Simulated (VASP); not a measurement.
A run of VASP 6.6.1 is set up as follows.

The input INCAR:

```
PREC = Accurate
ENCUT = 520
EDIFF = 1E-8
ISMEAR = -1
SIGMA = 0.08
LREAL = False
LASPH = True
NELM = 60
ALGO = Normal
ISIF = 2
LWAVE = False
LCHARG = False
GGA = PS
LEFG = True
NBANDS = 12
```

The input KPOINTS:

```
regular mesh
0
Gamma
  14 14 14
```

The input POSCAR:

```
Zr
1.0
   -1.7855375418      1.7855375418      1.7855375418
    1.7855375418     -1.7855375418      1.7855375418
    1.7855375418      1.7855375418     -1.7855375418
Zr
1
Direct
    0.0000000000      0.0000000000      0.0000000000
```

Potentials or basis: VASP PAW PBE potentials, release 64 (Zr_sv).

Launch:

```sh
$ cat potpaw_PBE.64/Zr_sv/POTCAR > POTCAR
$ mpirun -np 1 vasp_std > vasp.out
```

Task: Predict the pressure.

Result: -3.5 GPa.

Task: Predict the band gap on the k mesh.

Result: Zero (band 6 reaches 9.95 eV, above the bottom of band 7 at 8.18 eV).

Caveat: without QUAD_EFG the Cq values of the log hold for a quadrupole moment of 1 mb, not for the nuclei; the PAW data sets were made with another functional, which shifts forces and pressure a little.
